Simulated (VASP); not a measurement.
Wanted: the native input for a VASP 6.6.1 run.

```yaml
Task: single point
Functional: r2SCAN
Potentials_or_basis: VASP PAW PBE potentials, release 64 (Cd, S)
Cutoff: 550 eV
k_mesh: 6 × 6 × 4
Occupations: methfessel-paxton, width 0.1 eV
Spin: no spin polarisation
Dipole_correction: no
Further_INCAR_settings: ALGO = Normal; EDIFF = 1e-06; NBANDS = 16
```

CdS:

```
CELL_PARAMETERS angstrom
4.26117 0.00000 0.00000
-2.13058 3.69028 0.00000
0.00000 0.00000 5.80417
ATOMIC_POSITIONS crystal
Cd 0.00000 0.00000 0.44269
S 0.66667 0.33333 0.43431
```

These files were run (other wordings do the same):

POSCAR

```
CdS
1.0
    4.2611700000      0.0000000000      0.0000000000
   -2.1305850000      3.6902810000      0.0000000000
    0.0000000000      0.0000000000      5.8041730000
Cd S
1 1
Direct
    0.0000000000      0.0000000000      0.4426920000
    0.6666666667      0.3333333333      0.4343080000
```

INCAR.step1

```
SYSTEM = CdS
PREC = Accurate ; ENCUT = 550
ISMEAR = 1 ; SIGMA = 0.1
LREAL = .False. ; LASPH = .True.
NELM = 120 ; NBANDS = 16
GGA = PE ; ALGO = Normal
EDIFF = 1E-5 ; LWAVE = .True.
LCHARG = .False. ; GGA_COMPAT = .False.
```

INCAR.step2

```
SYSTEM = CdS
PREC = Accurate ; ENCUT = 550
EDIFF = 1E-6 ; ISMEAR = 1
SIGMA = 0.1 ; LREAL = .False.
LASPH = .True. ; NELM = 120
ALGO = Normal ; ISIF = 2
LWAVE = .False. ; LCHARG = .False.
METAGGA = R2SCAN ; LMIXTAU = .True.
NBANDS = 16 ; ISTART = 1
GGA_COMPAT = .False.
```

KPOINTS

```
regular mesh
0
Gamma
  6 6 4
  0 0 0
```

Potentials or basis: VASP PAW PBE potentials, release 64 (Cd, S).

Command:

```sh
$ cat potpaw_PBE.64/Cd/POTCAR potpaw_PBE.64/S/POTCAR > POTCAR
$ cp INCAR.step1 INCAR
$ mpirun -np 1 vasp_std > vasp.out
$ cp INCAR.step2 INCAR
$ mpirun -np 1 vasp_std > vasp.out
```

It gave:

```yaml
Pressure: -0.7 GPa
Largest_force: 0.013 eV/Å
Band_gap_on_the_k_mesh: 1.90 eV, indirect (the least direct gap lies 4.4 meV higher)
```

Caveat: the PAW data sets were made with another functional, which shifts forces and pressure a little.

Run time: 68 s on 1 thread of Intel(R) Xeon(R) 6975P-C (Granite Rapids) (shared host), peak memory 0.25 GiB.
